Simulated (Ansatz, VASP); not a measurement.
OsAu in VASP and in Ansatz

```
Os Au
1.0
     2.81232    0.00000    0.00000
     0.00000    2.81232    0.00000
     0.00000    0.00000    4.00401
Os Au
1 1
Direct
  0.00000 0.00000 0.00000
  0.50000 0.50000 0.50000
```

Change from the starting cell: species swapped into the CuI type (P4/nmm, No. 129).

Alike in both runs: task relaxation of cell and atoms; functional PBE; k mesh 20 × 20 × 14; occupations gaussian, width 0.1 eV; no spin polarisation.

```csv
,VASP,Ansatz
version,VASP 6.6.1,Ansatz 0.2.0
potentials or method,"VASP PAW PBE potentials, release 64 (Os, Au), cutoff 600 eV","scalar-relativistic, plane waves, PAW"
valence electrons in the cell,19,35
```

```csv
,VASP,Ansatz,Ansatz less VASP
"gap on the k mesh at the Fermi level, each at its own relaxed structure (eV)",none,none,-
relaxed volume (Å³/atom),15.83,15.85,+0.017
relaxed length of the cell vector where the two differ most in proportion (Å),4.016,4.017,+0.0016
```

A gap of «none» marks a metal or a gap that the smearing closes. VASP's potentials hold 19 valence electrons a cell and Ansatz's 35, so a difference there can come from the potentials and not from the codes.

Neither program's run includes spin-orbit coupling.
